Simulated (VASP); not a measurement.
# BaTiO3 (Cmm2) in VASP: a series of runs

BaTiO3 is run at these levels: r2SCAN; tasks: single point.

Everything below comes from runs of VASP 6.6.1. Logs are shortened: lines on timing, memory, paths and dates and some standing lists are left out, and cuts for length are marked.

## 1. The cell of the first run

It takes space group Cmm2 (No. 35, orthorhombic). The conventional cell has a = 5.638 Å, b = 5.675 Å, c = 4.018 Å, α = 90.00°, β = 90.00°, γ = 90.00°. Ba (site symmetry mm2) has 12 O at 2.79 to 2.88 Å and 8 Ti at 3.44 to 3.50 Å within 3.7 Å. Within 2.5 Å of Ti (site symmetry mm2) lie 6 O at 1.89 to 2.13 Å. Within 2.5 Å of O (site symmetry mm2) lie 2 Ti at 1.89 to 2.13 Å. Within 2.7 Å of O (site symmetry 2) lie 2 Ti at 2.00 Å.

## 2. Single point, r2SCAN

The input, POSCAR:

```
BaTiO3
1.0
    3.9998000000     -0.0133326667      0.0000000000
   -0.0133326667      3.9998000000      0.0000000000
    0.0000000000      0.0000000000      4.0180000000
Ba Ti O
1 1 3
Direct
    0.0000000000      0.0000000000      0.0000000000
    0.5000000000      0.5000000000      0.4900000000
    0.5000000000      0.5000000000      0.0190000000
    0.5000000000      0.0000000000      0.5170000000
    0.0000000000      0.5000000000      0.5170000000
```

The input, INCAR.step1:

```
SYSTEM = BaTiO3
PREC     = Accurate       ! precision mode
ENCUT    = 520            ! plane-wave cutoff, eV
ISMEAR   = 0              ! smearing method
SIGMA    = 0.01           ! smearing width, eV
LREAL    = .FALSE.        ! projectors in reciprocal space
LASPH    = .TRUE.         ! aspherical terms in the spheres
NELM     = 100            ! most SCF steps
NBANDS   = 28             ! bands
GGA      = PE             ! functional
ALGO     = Normal         ! electronic algorithm
EDIFF    = 1E-4           ! SCF threshold, eV
LWAVE    = .TRUE.         ! write WAVECAR
LCHARG   = .FALSE.        ! write CHGCAR
```

The input, INCAR.step2:

```
SYSTEM = BaTiO3
PREC     = Accurate       ! precision mode
ENCUT    = 520            ! plane-wave cutoff, eV
EDIFF    = 1E-6           ! SCF threshold, eV
ISMEAR   = 0              ! smearing method
SIGMA    = 0.01           ! smearing width, eV
LREAL    = .FALSE.        ! projectors in reciprocal space
LASPH    = .TRUE.         ! aspherical terms in the spheres
NELM     = 100            ! most SCF steps
ALGO     = Normal         ! electronic algorithm
ISIF     = 2              ! what is computed and relaxed
LWAVE    = .FALSE.        ! write WAVECAR
LCHARG   = .TRUE.         ! write CHGCAR
METAGGA  = R2SCAN         ! meta-GGA
LMIXTAU  = .TRUE.       
LELF     = .TRUE.         ! ELF
LVHAR    = .TRUE.       
NBANDS   = 28             ! bands
ISTART   = 1
```

The input, KPOINTS:

```
regular mesh
0
G
  4 4 4
  0 0 0
```

Potentials or basis: VASP PAW PBE potentials, release 64 (Ba_sv, Ti_sv, O).

The run is started by

```
$ cat potpaw_PBE.64/Ba_sv/POTCAR potpaw_PBE.64/Ti_sv/POTCAR potpaw_PBE.64/O/POTCAR > POTCAR
$ cp INCAR.step1 INCAR
$ mpirun -np 1 vasp_std > vasp.out
$ cp INCAR.step2 INCAR
$ mpirun -np 1 vasp_std > vasp.out
```

OUTCAR:

```text
SYSTEM = BaTiO3
   PREC = Accurate
   ENCUT = 520
   EDIFF = 1E-6
   ISMEAR = 0
   LREAL = .FALSE.
   LASPH = .TRUE.
   NELM = 100
   ISIF = 2
   METAGGA = R2SCAN
   ISTART = 1

 ion  position               nearest neighbor table
   1  0.000  0.000  0.000-   4 2.79   5 2.79   5 2.79   4 2.79   3 2.82   3 2.82   3 2.84   3 2.84
                             4 2.88   5 2.88   5 2.88   4 2.88   2 3.44   2 3.44   2 3.45   2 3.45
   2  0.500  0.500  0.490-   3 1.89   4 2.00   5 2.00   4 2.00   5 2.00   3 2.13   1 3.44   1 3.44
                             1 3.45   1 3.45   1 3.48   1 3.48   1 3.50   1 3.50
   3  0.500  0.500  0.019-   2 1.89   2 2.13   1 2.82   1 2.82   1 2.84   1 2.84
   4  0.500  0.000  0.517-   2 2.00   2 2.00   1 2.79   1 2.79   1 2.88   1 2.88
   5  0.000  0.500  0.517-   2 2.00   2 2.00   1 2.79   1 2.79   1 2.88   1 2.88

  LATTYP: Found a base centered orthorhombic cell.
 ALAT       =     5.6377161687
 B/A-ratio  =     1.0066889632
 C/A-ratio  =     0.7126999444

  Lattice vectors:

 A1 = (   3.9998000000,  -0.0133326667,   0.0000000000)
 A2 = (  -0.0133326667,   3.9998000000,   0.0000000000)
 A3 = (   0.0000000000,   0.0000000000,   4.0180000000)

Analysis of symmetry for initial positions (statically):
=====================================================================
 Subroutine PRICEL returns:
 Original cell was already a primitive cell.

 Routine SETGRP: Setting up the symmetry group for a
 base centered orthorhombic supercell.

 Subroutine GETGRP returns: Found  4 space group operations
 (whereof  4 operations were pure point group operations)
 out of a pool of  8 trial point group operations.

The static configuration has the point symmetry C_2v.

Analysis of symmetry for dynamics (positions and initial velocities):
=====================================================================
 Subroutine PRICEL returns:
 Original cell was already a primitive cell.

 Routine SETGRP: Setting up the symmetry group for a
 base centered orthorhombic supercell.

 Subroutine GETGRP returns: Found  4 space group operations
 (whereof  4 operations were pure point group operations)
 out of a pool of  8 trial point group operations.

The dynamic configuration has the point symmetry C_2v.

 Subroutine INISYM returns: Found  4 space group operations
 (whereof  4 operations are pure point group operations),
 and found     1 'primitive' translations

[... 96 lines left out ...]
   EDIFF  = 0.1E-05   stopping-criterion for ELM
   LREAL  =      F    real-space projection
   EDIFFG = 0.1E-04   stopping-criterion for IOM
   NSW    =      0    number of steps for IOM
   IBRION =     -1    ionic relax: 0-MD 1-quasi-New 2-CG
   NFREE  =      0    steps in history (QN), initial steepest desc. (CG)
   ISIF   =      2    stress and relaxation
   ISYM   =      2    0-nonsym 1-usesym 2-fastsym
   POTIM  = 0.5000    time-step for ionic-motion
   TEBEG  =    0.0;   TEEND  =   0.0 temperature during run
   PSTRESS=    0.0 pullay stress
   NELECT =      40.0000    total number of electrons
   NUPDOWN=      -1.0000    fix difference up-down
   EMIN   =  10.00;   EMAX   =-10.00  energy-range for DOS
   EFERMI =   0.00;   METHOD = LEGACY
   ISMEAR =     0;   SIGMA  =   0.01  broadening in eV -4-tet -1-fermi 0-gaus
   EFERMI_NEDOS =   21; number of points for ismear=-14 and -15
   IALGO  =     38    algorithm
   IMIX   =      4    mixing-type and parameters
     AMIX     =   0.40;   BMIX     =  1.00
     AMIX_MAG =   1.60;   BMIX_MAG =  1.00
  volume/ion in A,a.u.               =      12.86        86.76
  Fermi-wavevector in a.u.,A,eV,Ry     =   1.397658  2.641191 26.578275  1.953448
  Thomas-Fermi vector in A             =   2.520893
   LORBIT       =      0    0 simple, 1 ext, 2 COOP (PROOUT), +10 PAW based schemes
   METAGGA = R2SCAN    functional components
   LHFCALC =     F    Hartree Fock is set to
   AEXX    =    0.0000 exact exchange contribution
   IVDW    =     0    specifies the selected vdW correction
   LEPSILON=     F    determine dielectric tensor
   LRPA    =     F    only Hartree local field effects (RPA)
 non-spin polarized calculation
 Gauss-broadening in eV      SIGMA  =   0.01
  energy-cutoff  :      520.00
  volume of cell :       64.28
 maximum number of plane-waves:      1753
 NGX is ok and might be reduce to    30
   NGX = 15   NGY = 15   NGZ = 15

 number of electron      39.9999977 magnetization

 Free energy of the ion-electron system (eV)
  ---------------------------------------------------
  ext. energy  EPLUGINS =         0.00000000
  ---------------------------------------------------
  free energy    TOTEN  =       -74.23346270 eV

  energy without entropy =      -74.23346270  energy(sigma->0) =      -74.23346270

 E-fermi :   3.6778     XC(G=0): -11.9006

 val. band max:        3.5492212512   @ k =   0.5000   0.5000   0.5000
 cond. band min:       5.7022696229   @ k =   0.0000   0.0000   0.0000
 fundamental gap:      2.1530483717
 Fermi energy:         3.6778394210

 k-point     1 :       0.0000    0.0000    0.0000
  band No.  band energies     occupation
      1     -55.3066      2.00000
      2     -30.4944      2.00000
      3     -30.4660      2.00000
      4     -30.4599      2.00000
      5     -21.9727      2.00000
      6     -14.3437      2.00000
[... 640 lines left out ...]
     27      11.5856      0.00000
     28      11.8103      0.00000

------------------------ aborting loop because EDIFF is reached ----------------------------------------

  FORCE on cell =-STRESS in cart. coord.  units (eV):
  Direction    XX          YY          ZZ          XY          YZ          ZX
  --------------------------------------------------------------------------------------
  -------------------------------------------------------------------------------------
  Total        0.3454770      0.3454770      0.7482387      0.3602304      0.0000000      0.0000000
  in kB        8.6108894      8.6108894     18.6495825      8.9786137      0.0000000      0.0000000
  external PRESSURE =      11.9571204 kB  Pullay stress =       0.0000000 kB

 VOLUME and BASIS-vectors are now :
 -----------------------------------------------------------------------------
  energy-cutoff  :      520.00
  volume of cell :       64.28
      direct lattice vectors                 reciprocal lattice vectors
     3.999800000 -0.013332667  0.000000000     0.250015279  0.000833384  0.000000000
    -0.013332667  3.999800000  0.000000000     0.000833384  0.250015279  0.000000000
     0.000000000  0.000000000  4.018000000     0.000000000  0.000000000  0.248880040

 POSITION                                       TOTAL-FORCE (eV/Angst)
 -----------------------------------------------------------------------------------
      0.00000      0.00000      0.00000         0.000000      0.000000      0.083698
      1.99323      1.99323      1.96882        -0.000000      0.000000     -0.154966
      1.99323      1.99323      0.07634         0.000000      0.000000      0.329468
      1.99990     -0.00667      2.07731        -0.000000     -0.000000     -0.129101
     -0.00667      1.99990      2.07731         0.000000      0.000000     -0.129101
 -----------------------------------------------------------------------------------
    total drift:                               -0.000000     -0.000000     -0.001595

  FREE ENERGIE OF THE ION-ELECTRON SYSTEM (eV)
  ---------------------------------------------------
  free  energy   TOTEN  =       -74.2334627023 eV

  energy  without entropy=      -74.2334627023  energy(sigma->0) =      -74.23346270
```

It took 3.1 min on 1 thread of Intel Xeon Platinum 8488C (Sapphire Rapids), shared host; peak memory 0.19 GiB.

Results:

```yaml
Free_energy: -74.2335 eV
Pressure: 1.2 GPa
Largest_force: 0.329 eV/Å
Band_gap_on_the_k_mesh: 2.15 eV, indirect (least direct gap 2.43 eV)
```

Forces in eV/Å, atoms in the order of the input:
```
Ba   0.000  0.000  0.084
Ti   0.000  0.000 -0.155
O    0.000  0.000  0.329
O    0.000  0.000 -0.129
O    0.000  0.000 -0.129
```

Caveat: the PAW data sets were made with another functional, which shifts forces and pressure a little; spin-orbit coupling is left out, which moves the levels of the heavy elements.

(Part 1 of 2 ends here.)
